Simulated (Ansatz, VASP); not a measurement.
## Two plane-wave programs on Si

```
Si
1.0
     0.00000    5.43000    5.43000
     5.43000    0.00000    5.43000
     5.43000    5.43000    0.00000
Si
17
Cartesian
  -0.0018 -0.0040 0.0083
  1.3594 1.3579 1.3266
  2.7210 2.7198 0.0066
  4.0739 4.0733 1.3594
  2.7378 -0.0195 2.6962
  4.1089 1.3584 4.0746
  5.4267 2.7231 2.7135
  6.7889 4.0413 4.0747
  -0.0177 2.7348 2.6974
  1.3596 4.1061 4.0751
  2.7233 5.4255 2.7144
  4.0418 6.7877 4.0751
  2.7376 2.7356 5.4542
  4.0749 4.0719 6.7910
  5.4109 5.4102 5.4545
  6.7889 6.7882 6.8264
  6.7910 6.7879 4.0773
```

Alike in both runs: functional LDA; k mesh 2 × 2 × 2; occupations gaussian, width 0.02 eV; no spin polarisation.

Ansatz relaxed the structure, and its values are those at the end. VASP's run is a single point on that final structure, the one shown.

|  | VASP | Ansatz |
| --- | --- | --- |
| version | VASP 6.6.1 | Ansatz 0.2.0 |
| potentials or method | VASP PAW LDA potentials, release 64 (Si), cutoff 520 eV | scalar-relativistic, plane waves, PAW |
| valence electrons in the cell | 68 | 68 |

```tsv
	VASP	Ansatz	Ansatz less VASP
rms of the force components (eV/Å)	0.007	0.007	-0.0005
```

Ansatz warns that its potentials were made for another functional, while VASP's fit it. LDA's correlation is that of Perdew and Zunger in VASP and of Perdew and Wang (1992) in Ansatz.

The k mesh is coarse, so the values compare programs but aren't converged.
